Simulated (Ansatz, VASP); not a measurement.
One calculation of Rh, two programs

```
Rh
1.0
     2.60863    0.00000    0.00000
    -1.30432    2.59650    0.00000
     0.00000    0.00000    7.71352
Rh
4
Direct
  0.00000 0.00000 0.00000
  0.33333 0.66667 0.25000
  0.00000 0.00000 0.50000
  0.66667 0.33333 0.75000
```

Change from the starting cell: strain +e along x and -e along y -0.0733, strain +e along z and -e/2 along x and y -0.1100.

Alike in both runs: task single point; functional LDA; k mesh 18 × 18 × 6; occupations gaussian, width 0.15 eV; no spin polarisation.

```csv
,VASP,Ansatz
version,VASP 6.6.1,Ansatz 0.2.0
potentials or method,"VASP PAW LDA potentials, release 64 (Rh_pv), cutoff 520 eV","scalar-relativistic, plane waves, PAW"
valence electrons in the cell,60,68
```

```csv
,VASP,Ansatz,Ansatz less VASP
gap on the k mesh at the Fermi level (eV),none,none,-
pressure (GPa),19.2,18.2,-0.96
"traceless stress, the component that is largest in VASP (GPa)",28.75,28.56,-0.196
rms of the force components (eV/Å),0.301,0.295,-0.0060
```

Ansatz warns that its potentials were made for another functional, while VASP's fit it. LDA's correlation is that of Perdew and Zunger in VASP and of Perdew and Wang (1992) in Ansatz. Atom by atom the forces differ by 0.006 eV/Å (rms over components). A gap of «none» marks a metal or a gap that the smearing closes. VASP's potentials hold 60 valence electrons a cell and Ansatz's 68, so a difference there can come from the potentials and not from the codes.
